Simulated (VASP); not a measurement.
# Ba2Tl5V3O12 (P-42m) in VASP: notebook

Runs on Ba2Tl5V3O12. Level: PBE. Tasks: single point, optical spectrum, electric field gradients.

Everything below comes from runs of VASP 6.6.1. Logs are shortened: lines on timing, memory, paths and dates and some standing lists are left out, and cuts for length are marked.

### 1 The cell of the first run

It takes space group P-42m (No. 111, tetragonal). Conventional cell: a = 10.975 Å, b = 10.975 Å, c = 6.604 Å, α = 90.00°, β = 90.00°, γ = 90.00°. Ba (site symmetry 222) has 4 O at 2.58 Å and 2 V at 3.30 Å within 3.4 Å. V (site symmetry -42m) has 4 O at 1.73 Å within 2.3 Å. V (site symmetry 222) has 4 O at 1.73 Å within 2.3 Å. Within 3.5 Å of Tl (site symmetry -42m) lie 4 O at 2.65 Å and 2 V at 3.30 Å and 4 Tl at 3.36 Å. Tl (site symmetry m) has 3 O at 2.50 to 2.65 Å and 1 Tl at 3.36 Å within 3.4 Å. Within 2.3 Å of O (site symmetry m) lie 1 V at 1.73 Å. Within 2.3 Å of O (site symmetry 1) lie 1 V at 1.73 Å.

### 2 Single point, PBE, collinear spin, ferromagnetic start

Contents of POSCAR:

```
Ba2Tl5V3O12
1.0
   10.9745700000      0.0000000000      0.0000000000
    0.0000000000     10.9745700000      0.0000000000
    0.0000000000      0.0000000000      6.6040000000
Ba V Tl O
2 3 5 12
Direct
    0.0000000000      0.5000000000      0.0000000000
    0.5000000000      0.0000000000      0.0000000000
    0.5000000000      0.5000000000      0.0000000000
    0.5000000000      0.0000000000      0.5000000000
    0.0000000000      0.5000000000      0.5000000000
    0.5000000000      0.5000000000      0.5000000000
    0.7126000000      0.2874000000      0.4022800000
    0.2874000000      0.7126000000      0.4022800000
    0.7126000000      0.7126000000      0.5977200000
    0.2874000000      0.2874000000      0.5977200000
    0.4106400000      0.5893600000      0.1577000000
    0.5893600000      0.4106400000      0.1577000000
    0.5893600000      0.5893600000      0.8423000000
    0.4106400000      0.4106400000      0.8423000000
    0.5866100000      0.0857000000      0.3337800000
    0.4133900000      0.0857000000      0.6662200000
    0.5866100000      0.9143000000      0.6662200000
    0.4133900000      0.9143000000      0.3337800000
    0.0857000000      0.5866100000      0.3337800000
    0.0857000000      0.4133900000      0.6662200000
    0.9143000000      0.5866100000      0.6662200000
    0.9143000000      0.4133900000      0.3337800000
```

Contents of INCAR.step1:

```
PREC = Accurate
ENCUT = 520
EDIFF = 1E-7
ISMEAR = -1
SIGMA = 0.05
LREAL = F
LASPH = T
NELM = 120
ALGO = Normal
ISIF = 2
LWAVE = F
LCHARG = T
ISPIN = 2
MAGMOM = 0 0 2 2 2 0 0 0 0 0 0 0 0 0 0 0 0 0 0 0 0 0
LMAXMIX = 4
GGA = PE
KPAR = 4
```

Contents of KPOINTS.step1:

```
Automatic mesh
0
Gamma
  3 3 4
```

Contents of INCAR.step2:

```
PREC = Accurate
ENCUT = 520
EDIFF = 1E-7
ISMEAR = -5
SIGMA = 0.05
LREAL = F
LASPH = T
NELM = 120
ALGO = Normal
ISIF = 2
LWAVE = F
LCHARG = F
ISPIN = 2
MAGMOM = 0 0 2 2 2 0 0 0 0 0 0 0 0 0 0 0 0 0 0 0 0 0
LORBIT = 11
LMAXMIX = 4
GGA = PE
KPAR = 4
NEDOS = 1001
ICHARG = 11
```

Contents of KPOINTS.step2:

```
Automatic mesh
0
Gamma
  5 5 6
```

Potentials or basis: VASP PAW PBE potentials, release 64 (Ba_sv, V_sv, Tl_d, O).

Started as:

```
cat potpaw_PBE.64/Ba_sv/POTCAR potpaw_PBE.64/V_sv/POTCAR potpaw_PBE.64/Tl_d/POTCAR potpaw_PBE.64/O/POTCAR > POTCAR
cp INCAR.step1 INCAR
cp KPOINTS.step1 KPOINTS
mpirun -np 4 vasp_std > vasp.out
cp INCAR.step2 INCAR
cp KPOINTS.step2 KPOINTS
mpirun -np 4 vasp_std > vasp.out
```

OUTCAR:

```text
PREC = Accurate
   ENCUT = 520
   EDIFF = 1E-7
   ISMEAR = -5
   LREAL = F
   LASPH = T
   NELM = 120
   ISIF = 2
   ISPIN = 2
   LORBIT = 11
   GGA = PE
   ICHARG = 11

 ion  position               nearest neighbor table
   1  0.000  0.500  0.000-  19 2.58  20 2.58  21 2.58  22 2.58   5 3.30   5 3.30
   2  0.500  0.000  0.000-  15 2.58  16 2.58  17 2.58  18 2.58   4 3.30   4 3.30
   3  0.500  0.500  0.000-  11 1.73  12 1.73  13 1.73  14 1.73   6 3.30   6 3.30
   4  0.500  0.000  0.500-  15 1.73  16 1.73  17 1.73  18 1.73   2 3.30   2 3.30
   5  0.000  0.500  0.500-  19 1.73  20 1.73  21 1.73  22 1.73   1 3.30   1 3.30
   6  0.500  0.500  0.500-  11 2.65  12 2.65  13 2.65  14 2.65   3 3.30   3 3.30   8 3.36   9 3.36
                            10 3.36   7 3.36
   7  0.713  0.287  0.402-  12 2.50  15 2.65  22 2.65   6 3.36
   8  0.287  0.713  0.402-  11 2.50  18 2.65  19 2.65   6 3.36
   9  0.713  0.713  0.598-  13 2.50  17 2.65  21 2.65   6 3.36
  10  0.287  0.287  0.598-  14 2.50  16 2.65  20 2.65   6 3.36
  11  0.411  0.589  0.158-   3 1.73   8 2.50   6 2.65
  12  0.589  0.411  0.158-   3 1.73   7 2.50   6 2.65
  13  0.589  0.589  0.842-   3 1.73   9 2.50   6 2.65
  14  0.411  0.411  0.842-   3 1.73  10 2.50   6 2.65
  15  0.587  0.086  0.334-   4 1.73   2 2.58   7 2.65
  16  0.413  0.086  0.666-   4 1.73   2 2.58  10 2.65
  17  0.587  0.914  0.666-   4 1.73   2 2.58   9 2.65
  18  0.413  0.914  0.334-   4 1.73   2 2.58   8 2.65
  19  0.086  0.587  0.334-   5 1.73   1 2.58   8 2.65
  20  0.086  0.413  0.666-   5 1.73   1 2.58  10 2.65
  21  0.914  0.587  0.666-   5 1.73   1 2.58   9 2.65
  22  0.914  0.413  0.334-   5 1.73   1 2.58   7 2.65

  LATTYP: Found a simple tetragonal cell.
 ALAT       =    10.9745700000
 C/A-ratio  =     0.6017547840

  Lattice vectors:

 A1 = (  10.9745700000,   0.0000000000,   0.0000000000)
 A2 = (   0.0000000000,  10.9745700000,   0.0000000000)
 A3 = (   0.0000000000,   0.0000000000,   6.6040000000)

Analysis of symmetry for initial positions (statically):
=====================================================================
 Subroutine PRICEL returns:
 Original cell was already a primitive cell.

 Routine SETGRP: Setting up the symmetry group for a
 simple tetragonal supercell.

 Subroutine GETGRP returns: Found  8 space group operations
 (whereof  8 operations were pure point group operations)
 out of a pool of 16 trial point group operations.

The static configuration has the point symmetry D_2d.

Analysis of symmetry for dynamics (positions and initial velocities):
=====================================================================
 Subroutine PRICEL returns:
 Original cell was already a primitive cell.

 Routine SETGRP: Setting up the symmetry group for a
 simple tetragonal supercell.

 Subroutine GETGRP returns: Found  8 space group operations
 (whereof  8 operations were pure point group operations)
 out of a pool of 16 trial point group operations.

The dynamic configuration has the point symmetry D_2d.

Analysis of structural, dynamic, and magnetic symmetry:
=====================================================================
 Subroutine PRICEL returns:
 Original cell was already a primitive cell.

 Routine SETGRP: Setting up the symmetry group for a
 simple tetragonal supercell.

 Subroutine GETGRP returns: Found  8 space group operations
 (whereof  8 operations were pure point group operations)
 out of a pool of 16 trial point group operations.

The overall configuration has the point symmetry D_2d.

 Subroutine INISYM returns: Found  8 space group operations
 (whereof  8 operations are pure point group operations),
 and found     1 'primitive' translations

----------------------------------------------------------------------------------------

                                     Primitive cell

  volume of cell :     795.3936

  direct lattice vectors                    reciprocal lattice vectors
    10.974570000  0.000000000  0.000000000     0.091119743  0.000000000  0.000000000
     0.000000000 10.974570000  0.000000000     0.000000000  0.091119743  0.000000000
     0.000000000  0.000000000  6.604000000     0.000000000  0.000000000  0.151423380

  length of vectors
    10.974570000 10.974570000  6.604000000     0.091119743  0.091119743  0.151423380

  position of ions in fractional coordinates (direct lattice)
     0.000000000  0.500000000  0.000000000
     0.500000000  0.000000000  0.000000000
     0.500000000  0.500000000  0.000000000
     0.500000000  0.000000000  0.500000000
     0.000000000  0.500000000  0.500000000
     0.500000000  0.500000000  0.500000000
[... 14 lines left out ...]
     0.914300000  0.586610000  0.666220000
     0.914300000  0.413390000  0.333780000

  ion indices of the primitive-cell ions
   primitive index   ion index
                 1           1
                 2           2
                 3           3
                 4           4
                 5           5
                 6           6
[... 14 lines left out ...]
                21          21
                22          22

----------------------------------------------------------------------------------------

 KPOINTS: Automatic mesh

Automatic generation of k-mesh.
 Grid dimensions read from file:
 generate k-points for:    5    5    6

 Generating k-lattice:

  Cartesian coordinates                     Fractional coordinates (reciprocal lattice)
     0.018223949  0.000000000  0.000000000     0.200000000  0.000000000  0.000000000
     0.000000000  0.018223949  0.000000000     0.000000000  0.200000000  0.000000000
     0.000000000  0.000000000  0.025237230     0.000000000  0.000000000  0.166666667

  Length of vectors
     0.018223949  0.018223949  0.025237230

  Shift w.r.t. Gamma in fractional coordinates (k-lattice)
     0.000000000  0.000000000  0.000000000

 TETIRR: Found    219 inequivalent tetrahedra from      900

 Subroutine IBZKPT returns following result:
 ===========================================

 Found     24 irreducible k-points:

 Following reciprocal coordinates:
            Coordinates               Weight
  0.000000  0.000000  0.000000      1.000000
  0.200000  0.000000  0.000000      4.000000
  0.400000  0.000000  0.000000      4.000000
  0.200000  0.200000  0.000000      4.000000
  0.400000  0.200000  0.000000      8.000000
  0.400000  0.400000  0.000000      4.000000
[... 16 lines left out ...]
  0.400000  0.200000  0.500000      8.000000
  0.400000  0.400000  0.500000      4.000000
   k-points           NKPTS =     24   k-points in BZ     NKDIM =     24   number of bands    NBANDS=    120
   number of dos      NEDOS =   1001   number of ions     NIONS =     22
   total plane-waves  NPLWV = 352800
   dimension x,y,z NGX =    84 NGY =   84 NGZ =   50
   dimension x,y,z NGXF=   168 NGYF=  168 NGZF=  100
   ions per type =               2   3   5  12
   NGX,Y,Z   is equivalent  to a cutoff of  12.72, 12.72, 12.59 a.u.
   NGXF,Y,Z  is equivalent  to a cutoff of  25.45, 25.45, 25.17 a.u.
 SYSTEM =  unknown system
   PREC   = accura    normal or accurate (medium, high low for compatibility)
   ISTART =      0    job   : 0-new  1-cont  2-samecut
   ICHARG =     11    charge: 1-file 2-atom 10-const
   ISPIN  =      2    spin polarized calculation?
   LNONCOLLINEAR =      F non collinear calculations
   LSORBIT =      F    spin-orbit coupling
   LASPH  =      T    aspherical Exc in radial PAW
   ENCUT  =  520.0 eV  38.22 Ry    6.18 a.u.  20.41 20.41 12.28*2*pi/ulx,y,z
   NELM   =    120;   NELMIN=  2; NELMDL=  0     # of ELM steps
   EDIFF  = 0.1E-06   stopping-criterion for ELM
   LREAL  =      F    real-space projection
   EDIFFG = 0.1E-05   stopping-criterion for IOM
   NSW    =      0    number of steps for IOM
   IBRION =     -1    ionic relax: 0-MD 1-quasi-New 2-CG
   NFREE  =      0    steps in history (QN), initial steepest desc. (CG)
   ISIF   =      2    stress and relaxation
   ISYM   =      2    0-nonsym 1-usesym 2-fastsym
   POTIM  = 0.5000    time-step for ionic-motion
   TEBEG  =    0.0;   TEEND  =   0.0 temperature during run
   PSTRESS=    0.0 pullay stress
   NELECT =     196.0000    total number of electrons
   NUPDOWN=      -1.0000    fix difference up-down
   EMIN   =  10.00;   EMAX   =-10.00  energy-range for DOS
   EFERMI =   0.00;   METHOD = LEGACY
   ISMEAR =    -5;   SIGMA  =   0.05  broadening in eV -4-tet -1-fermi 0-gaus
   EFERMI_NEDOS =   21; number of points for ismear=-14 and -15
   IALGO  =     38    algorithm
   IMIX   =      4    mixing-type and parameters
     AMIX     =   0.40;   BMIX     =  1.00
     AMIX_MAG =   1.60;   BMIX_MAG =  1.00
  volume/ion in A,a.u.               =      36.15       243.98
  Fermi-wavevector in a.u.,A,eV,Ry     =   1.026359  1.939538 14.332564  1.053414
  Thomas-Fermi vector in A             =   2.160248
   LORBIT       =     11    0 simple, 1 ext, 2 COOP (PROOUT), +10 PAW based schemes
   GGA     = PE    functional components
   LHFCALC =     F    Hartree Fock is set to
   AEXX    =    0.0000 exact exchange contribution
   IVDW    =     0    specifies the selected vdW correction
   LEPSILON=     F    determine dielectric tensor
   LRPA    =     F    only Hartree local field effects (RPA)
 spin polarized calculation
 Fermi weights with tetrahedron method with Bloechl corrections
  energy-cutoff  :      520.00
  volume of cell :      795.39
 maximum number of plane-waves:     21442
 NGX is ok and might be reduce to    84

 number of electron     196.0000032 magnetization      -0.0000022

 Free energy of the ion-electron system (eV)
  ---------------------------------------------------
  ext. energy  EPLUGINS =         0.00000000
  ---------------------------------------------------
  free energy    TOTEN  =      -143.24551268 eV

  energy without entropy =     -143.24551268  energy(sigma->0) =     -143.24551268

 E-fermi :  -1.0204     XC(G=0):  -5.9711

 val. band max:       -1.0369308952   @ k =   0.4000   0.4000   0.5000
 cond. band min:       1.4855231919   @ k =   0.4000   0.0000   0.0000
 fundamental gap:      2.5224540871
 Fermi energy:        -1.0203952585

 spin component 1

 k-point     1 :       0.0000    0.0000    0.0000
  band No.  band energies     occupation
      1     -64.9039      1.00000
      2     -64.9039      1.00000
      3     -64.5892      1.00000
      4     -38.9056      1.00000
      5     -38.9056      1.00000
      6     -38.8423      1.00000
[... 102 lines left out ...]
    109       2.8626      0.00000
    110       2.9040      0.00000
[... 2597 lines left out ...]
    109       2.5773      0.00000
    110       2.6534      0.00000
 Fermi energy:        -1.0203952585

 spin component 2

 k-point     1 :       0.0000    0.0000    0.0000
  band No.  band energies     occupation
      1     -64.9039      1.00000
      2     -64.9039      1.00000
      3     -64.5892      1.00000
      4     -38.9056      1.00000
      5     -38.9056      1.00000
      6     -38.8423      1.00000
[... 102 lines left out ...]
    109       2.8626      0.00000
    110       2.9040      0.00000
[... 2597 lines left out ...]
    109       2.5773      0.00000
    110       2.6534      0.00000
 [bands above 110 left out]

------------------------ aborting loop because EDIFF is reached ----------------------------------------

  FORCE on cell =-STRESS in cart. coord.  units (eV):
  Direction    XX          YY          ZZ          XY          YZ          ZX
  --------------------------------------------------------------------------------------
  -------------------------------------------------------------------------------------
  Total        1.2670109      1.2670109      3.2524207      0.0000000      0.0000000      0.0000000
  in kB        2.5521655      2.5521655      6.5514164      0.0000000      0.0000000      0.0000000
  external PRESSURE =       3.8852491 kB  Pullay stress =       0.0000000 kB

 VOLUME and BASIS-vectors are now :
 -----------------------------------------------------------------------------
  energy-cutoff  :      520.00
  volume of cell :      795.39
      direct lattice vectors                 reciprocal lattice vectors
    10.974570000  0.000000000  0.000000000     0.091119743  0.000000000  0.000000000
     0.000000000 10.974570000  0.000000000     0.000000000  0.091119743  0.000000000
     0.000000000  0.000000000  6.604000000     0.000000000  0.000000000  0.151423380

 POSITION                                       TOTAL-FORCE (eV/Angst)
 -----------------------------------------------------------------------------------
      0.00000      5.48728      0.00000        -0.000000      0.000000     -0.000000
      5.48728      0.00000      0.00000        -0.000000      0.000000     -0.000000
      5.48728      5.48728      0.00000        -0.000000      0.000000     -0.000000
      5.48728      0.00000      3.30200        -0.000000      0.000000     -0.000000
      0.00000      5.48728      3.30200        -0.000000      0.000000     -0.000000
      5.48728      5.48728      3.30200        -0.000000      0.000000     -0.000000
[... 12 lines left out ...]
      0.94052      6.43779      2.20428         0.148643      0.145419      0.026580
      0.94052      4.53678      4.39972         0.148643     -0.145419     -0.026580
     10.03405      6.43779      4.39972        -0.148643      0.145419
```

Run time: 65 min. Hardware: 4 MPI ranks of Intel Xeon Platinum 8375C at 2.90GHz (Ice Lake), shared host; peak memory 3 GiB.

What came out:

```yaml
Net_moment: 0.00 μB per cell
Valence_electrons_inside_the_program's_atomic_spheres: Ba 7.94; V 12.05, 12.12 (each value once); Tl 11.16, 11.11 (each value once); O 4.96, 4.99 (each value once)
```

Levels at points of the mesh, in eV from the valence-band top:
Spin up:
```
           k point  band 95  band 96  band 97  band 98  band 99  band 100  band 101  band 102
(0.00, 0.00, 0.00)    -0.48    -0.43    -0.40    -0.40     2.68      2.68      2.94      3.01
(0.00, 0.00, 0.50)    -0.49    -0.49    -0.47    -0.15     2.64      2.64      2.66      3.15
```
Spin down:
| k point | band 95 | band 96 | band 97 | band 98 | band 99 | band 100 | band 101 | band 102 |
| --- | --- | --- | --- | --- | --- | --- | --- | --- |
| (0.00, 0.00, 0.00) | -0.48 | -0.43 | -0.40 | -0.40 | 2.68 | 2.68 | 2.94 | 3.01 |
| (0.00, 0.00, 0.50) | -0.49 | -0.49 | -0.47 | -0.15 | 2.64 | 2.64 | 2.66 | 3.15 |

Caveat: spin-orbit coupling is left out, which moves the levels of the heavy elements.

(Part 1 of 2 ends here.)
